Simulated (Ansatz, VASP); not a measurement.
# Cd: VASP beside Ansatz

```xyz
2
Lattice="3.0007 0.0000 0.0000 -1.5004 2.5987 0.0000 0.0000 0.0000 5.9262" Properties=species:S:1:pos:R:3 pbc="T T T"
Cd    0.0000    1.7325    1.4815
Cd    1.5004    0.8662    4.4446
```

Alike in both runs: task single point; functional PBE; k mesh 2 × 2 × 1; occupations fermi-dirac, width 0.1 eV; no spin polarisation.

|  | VASP | Ansatz |
| --- | --- | --- |
| version | VASP 6.6.1 | Ansatz 0.2.0 |
| potentials or method | VASP PAW PBE potentials, release 64 (Cd), cutoff 520 eV | plane waves (420 eV) with PAW, scalar-relativistic |
| valence electrons in the cell | 24 | 40 |

Ansatz gave:

* pressure (GPa): 3.5
* traceless stress, the component that is largest in VASP (GPa): -19.52

**Question.** What did VASP give for the same quantities?

**Answer.** Pressure (GPa): 3.7; traceless stress, the component that is largest in VASP (GPa): -19.62.

VASP's potentials hold 24 valence electrons a cell and Ansatz's 40, so a difference there can come from the potentials and not from the codes.

The k mesh is coarse, so the values compare programs but aren't converged.
